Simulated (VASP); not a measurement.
# ZnO (P6_3mc) in VASP: further runs, part 2 of 2

VASP 6.6.1. Earlier steps stand in the parts before.

### 3 Single point, LDA (in-plane strain +0.005)

Input file INCAR:

```
ALGO = Normal ; EDIFF = 1E-7
ENCUT = 520 ; GGA = CA
ISIF = 2 ; ISMEAR = 0
LASPH = T ; LCHARG = F
LREAL = F ; LWAVE = F
NBANDS = 26 ; NELM = 60
PREC = Accurate ; SIGMA = 0.01
```

Input file KPOINTS:

```
k-points
0
Gamma
  8 8 4
```

Input file POSCAR:

```
ZnO
1.0
    3.2030815810      0.0000000000      0.0000000000
   -1.6015407905      2.7739500196      0.0000000000
    0.0000000000      0.0000000000      5.1369479537
Zn O
2 2
Direct
    0.3333333333      0.6666666667      0.5002826654
    0.6666666667      0.3333333333      0.0002826654
    0.6666666667      0.3333333333      0.3787273346
    0.3333333333      0.6666666667      0.8787273346
```

Potentials or basis: VASP PAW LDA potentials, release 64 (Zn, O).

Run with:

```sh
> cat potpaw_LDA.64/Zn/POTCAR potpaw_LDA.64/O/POTCAR > POTCAR
> mpirun -np 1 vasp_std > vasp.out
```

OUTCAR:

```text
EDIFF = 1E-7
   ENCUT = 520
   GGA = CA
   ISIF = 2
   ISMEAR = 0
   LASPH = T
   LREAL = F
   NELM = 60
   PREC = Accurate

 ion  position               nearest neighbor table
   1  0.333  0.667  0.500-   4 1.94   3 1.95   3 1.95   3 1.95
   2  0.667  0.333  0.000-   3 1.94   4 1.95   4 1.95   4 1.95
   3  0.667  0.333  0.379-   2 1.94   1 1.95   1 1.95   1 1.95
   4  0.333  0.667  0.879-   1 1.94   2 1.95   2 1.95   2 1.95

  LATTYP: Found a hexagonal cell.
 ALAT       =     3.2030815810
 C/A-ratio  =     1.6037518320

  Lattice vectors:

 A1 = (   3.2030815810,   0.0000000000,   0.0000000000)
 A2 = (  -1.6015407905,   2.7739500196,   0.0000000000)
 A3 = (   0.0000000000,   0.0000000000,   5.1369479537)

Analysis of symmetry for initial positions (statically):
=====================================================================
 Subroutine PRICEL returns:
 Original cell was already a primitive cell.

 Routine SETGRP: Setting up the symmetry group for a
 hexagonal supercell.

 Subroutine GETGRP returns: Found 12 space group operations
 (whereof  6 operations were pure point group operations)
 out of a pool of 24 trial point group operations.

The static configuration has the point symmetry C_3v.
 The point group associated with its full space group is C_6v.

Analysis of symmetry for dynamics (positions and initial velocities):
=====================================================================
 Subroutine PRICEL returns:
 Original cell was already a primitive cell.

 Routine SETGRP: Setting up the symmetry group for a
 hexagonal supercell.

 Subroutine GETGRP returns: Found 12 space group operations
 (whereof  6 operations were pure point group operations)
 out of a pool of 24 trial point group operations.

[... 119 lines left out ...]
   EFERMI =   0.00;   METHOD = LEGACY
   ISMEAR =     0;   SIGMA  =   0.01  broadening in eV -4-tet -1-fermi 0-gaus
   EFERMI_NEDOS =   21; number of points for ismear=-14 and -15
   IALGO  =     38    algorithm
   IMIX   =      4    mixing-type and parameters
     AMIX     =   0.40;   BMIX     =  1.00
     AMIX_MAG =   1.60;   BMIX_MAG =  1.00
  volume/ion in A,a.u.               =      11.41        77.00
  Fermi-wavevector in a.u.,A,eV,Ry     =   1.512580  2.858362 31.128752  2.287899
  Thomas-Fermi vector in A             =   2.622485
   LORBIT       =      0    0 simple, 1 ext, 2 COOP (PROOUT), +10 PAW based schemes
   GGA     = CA    functional components
   LHFCALC =     F    Hartree Fock is set to
   AEXX    =    0.0000 exact exchange contribution
   IVDW    =     0    specifies the selected vdW correction
   LEPSILON=     F    determine dielectric tensor
   LRPA    =     F    only Hartree local field effects (RPA)
 non-spin polarized calculation
 Gauss-broadening in eV      SIGMA  =   0.01
  energy-cutoff  :      520.00
  volume of cell :       45.64
 maximum number of plane-waves:      1246
 NGX is ok and might be reduce to    24
   NGX = 11   NGY = 11   NGZ = 19

 number of electron      36.0000004 magnetization

 Free energy of the ion-electron system (eV)
  ---------------------------------------------------
  ext. energy  EPLUGINS =         0.00000000
  ---------------------------------------------------
  free energy    TOTEN  =       -21.15645158 eV

  energy without entropy =      -21.15645158  energy(sigma->0) =      -21.15645158

 E-fermi :   1.3836     XC(G=0): -11.6873

 val. band max:        1.2745482588   @ k =   0.0000   0.0000   0.0000
 cond. band min:       2.0843873767   @ k =   0.0000   0.0000   0.0000
 fundamental gap:      0.8098391179
 Fermi energy:         1.3836034628

 k-point     1 :       0.0000    0.0000    0.0000
  band No.  band energies     occupation
      1     -16.8801      2.00000
      2     -16.0345      2.00000
      3      -4.7657      2.00000
      4      -4.7058      2.00000
      5      -4.7058      2.00000
      6      -4.6716      2.00000
[... 685 lines left out ...]
     25      14.9931      0.00000
     26      14.9931      0.00000

 [... further k-points ...]

------------------------ aborting loop because EDIFF is reached ----------------------------------------

  FORCE on cell =-STRESS in cart. coord.  units (eV):
  Direction    XX          YY          ZZ          XY          YZ          ZX
  --------------------------------------------------------------------------------------
  -------------------------------------------------------------------------------------
  Total       -0.1540366     -0.1540366      0.4371290      0.0000000      0.0000000      0.0000000
  in kB       -5.4070806     -5.4070806     15.3443463      0.0000000      0.0000000      0.0000000
  external PRESSURE =       1.5100617 kB  Pullay stress =       0.0000000 kB

 VOLUME and BASIS-vectors are now :
 -----------------------------------------------------------------------------
  energy-cutoff  :      520.00
  volume of cell :       45.64
      direct lattice vectors                 reciprocal lattice vectors
     3.203081581  0.000000000  0.000000000     0.312199354  0.180248381  0.000000000
    -1.601540791  2.773950020  0.000000000     0.000000000  0.360496762  0.000000000
     0.000000000  0.000000000  5.136947954     0.000000000  0.000000000  0.194668120

 POSITION                                       TOTAL-FORCE (eV/Angst)
 -----------------------------------------------------------------------------------
     -0.00000      1.84930      2.56993         0.000000      0.000000     -0.082508
      1.60154      0.92465      0.00145        -0.000000      0.000000     -0.082508
      1.60154      0.92465      1.94550         0.000000     -0.000000      0.082508
     -0.00000      1.84930      4.51398        -0.000000      0.000000      0.082508
 -----------------------------------------------------------------------------------
    total drift:                                0.000000      0.000001     -0.000100

  FREE ENERGIE OF THE ION-ELECTRON SYSTEM (eV)
  ---------------------------------------------------
  free  energy   TOTEN  =       -21.1564515815 eV

  energy  without entropy=      -21.1564515815  energy(sigma->0) =      -21.15645158
```

Run time: 53 s. Hardware: 1 thread of AMD EPYC 7R13 (Zen 3), shared host; peak memory 0.12 GiB.

What came out:

```
Free energy            : -21.1565 eV
Pressure               : 0.2 GPa
Largest force          : 0.083 eV/Å
Band gap on the k mesh : 0.81 eV, direct
```

Forces on the atoms (eV/Å):
```
Zn   0.000  0.000 -0.083
Zn   0.000  0.000 -0.083
O    0.000  0.000  0.083
O    0.000  0.000  0.083
```

Levels at points of the mesh, in eV from the valence-band top:
| k point | band 14 | band 15 | band 16 | band 17 | band 18 | band 19 | band 20 | band 21 | band 22 | band 23 |
| --- | --- | --- | --- | --- | --- | --- | --- | --- | --- | --- |
| (0.00, 0.00, 0.00) | -0.87 | -0.87 | -0.08 | 0.00 | 0.00 | 0.81 | 5.25 | 8.26 | 12.86 | 12.86 |
| (0.50, 0.00, 0.00) | -3.72 | -3.00 | -2.45 | -1.38 | -0.88 | 5.86 | 6.76 | 7.50 | 8.63 | 10.71 |
| (0.00, 0.00, 0.50) | -2.29 | -0.43 | -0.43 | -0.43 | -0.43 | 3.49 | 3.49 | 10.10 | 10.10 | 13.16 |
| (0.50, 0.00, 0.50) | -3.90 | -1.61 | -1.61 | -1.45 | -1.45 | 5.65 | 5.65 | 8.54 | 8.54 | 11.31 |

Caveat: the cell differs from its parent crystal (in-plane strain +0.005).

### 4 Single point, LDA (film at in-plane strain +0.005)

Input file INCAR:

```
SYSTEM = ZnO
  ALGO = Normal
  EDIFF = 1E-6
  ENCUT = 520
  GGA = CA
  ISIF = 2
  ISMEAR = 0
  LASPH = .True.
  LCHARG = .False.
  LREAL = .False.
  LWAVE = .False.
  NBANDS = 26
  NELM = 100
  PREC = Accurate
  SIGMA = 0.01
```

Input file KPOINTS:

```
k-points
0
Gamma
  8 8 4
  0 0 0
```

Input file POSCAR:

```
ZnO
1.0
    3.2030815810      0.0000000000      0.0000000000
   -1.6015407905      2.7739500196      0.0000000000
    0.0000000000      0.0000000000      5.1256179656
Zn O
2 2
Direct
    0.3333333333      0.6666666667      0.4989258314
    0.6666666667      0.3333333333     -0.0010741686
    0.6666666667      0.3333333333      0.3800841686
    0.3333333333      0.6666666667      0.8800841686
```

Run with:

```sh
> cat potpaw_LDA.64/Zn/POTCAR potpaw_LDA.64/O/POTCAR > POTCAR
> mpirun -np 1 vasp_std > vasp.out
```

Run time: 48 s. Hardware: 1 thread of AMD EPYC 7R13 (Zen 3), shared host; peak memory 0.12 GiB.

It converged, with:

```yaml
Free_energy: -21.1566 eV
Pressure: 0.3 GPa
Band_gap_on_the_k_mesh: 0.81 eV, direct
```

Stress tensor (GPa, compression positive):
```
-0.05  0.00  0.00
 0.00 -0.05  0.00
 0.00  0.00  1.07
```

Levels at points of the mesh, in eV from the valence-band top:
| k point | band 14 | band 15 | band 16 | band 17 | band 18 | band 19 | band 20 | band 21 | band 22 | band 23 |
| --- | --- | --- | --- | --- | --- | --- | --- | --- | --- | --- |
| (0.00, 0.00, 0.00) | -0.86 | -0.86 | -0.10 | 0.00 | 0.00 | 0.81 | 5.23 | 8.28 | 12.84 | 12.84 |
| (0.50, 0.00, 0.00) | -3.77 | -3.00 | -2.46 | -1.37 | -0.92 | 5.87 | 6.75 | 7.53 | 8.63 | 10.70 |
| (0.00, 0.00, 0.50) | -2.29 | -0.42 | -0.42 | -0.42 | -0.42 | 3.50 | 3.50 | 10.10 | 10.10 | 13.14 |
| (0.50, 0.00, 0.50) | -3.92 | -1.64 | -1.64 | -1.44 | -1.44 | 5.65 | 5.65 | 8.55 | 8.55 | 11.27 |

Caveat: the cell differs from its parent crystal (film at in-plane strain +0.005).
